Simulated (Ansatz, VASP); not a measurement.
## One calculation of CuO, two programs

```
CELL_PARAMETERS angstrom
4.17442 0.00000 0.33057
0.00000 4.15212 0.00000
1.67472 2.07606 5.36688
ATOMIC_POSITIONS crystal
Cu 0.25000 0.25000 0.00000
Cu 0.00000 0.50000 0.50000
Cu 0.75000 0.75000 0.00000
Cu 0.50000 0.00000 0.50000
O 0.37500 0.87496 0.25000
O 0.12500 0.62504 0.75000
O 0.87500 0.37496 0.25000
O 0.62500 0.12504 0.75000
```

Alike in both runs: task single point; functional PBE; k mesh 4 × 4 × 4; occupations gaussian, width 0.05 eV; collinear spin; Hubbard terms Cu d U = 4.0 eV.

```csv
,VASP,Ansatz
version,VASP 6.6.1,Ansatz 0.2.0
potentials or method,"VASP PAW PBE potentials, release 64 (Cu, O), cutoff 520 eV","scalar-relativistic, plane waves, PAW"
valence electrons in the cell,68,100
```

|  | VASP | Ansatz | Ansatz less VASP |
| --- | --- | --- | --- |
| pressure (GPa) | -2.7 | -0.1 | +2.59 |
| net moment per atom (μB) | 0.50 | 0.45 | -0.047 |
| size of the moment on the site where the two differ most (μB) | 0.64 | 0.56 | -0.077 |

Site moments also hang on the region over which each program counts them. The programs project onto different local orbitals, so the same U acts differently, and such runs can settle in different states. VASP's potentials hold 68 valence electrons a cell and Ansatz's 100, so a difference there can come from the potentials and not from the codes. Ansatz's warnings: filled band counts differ across k points.
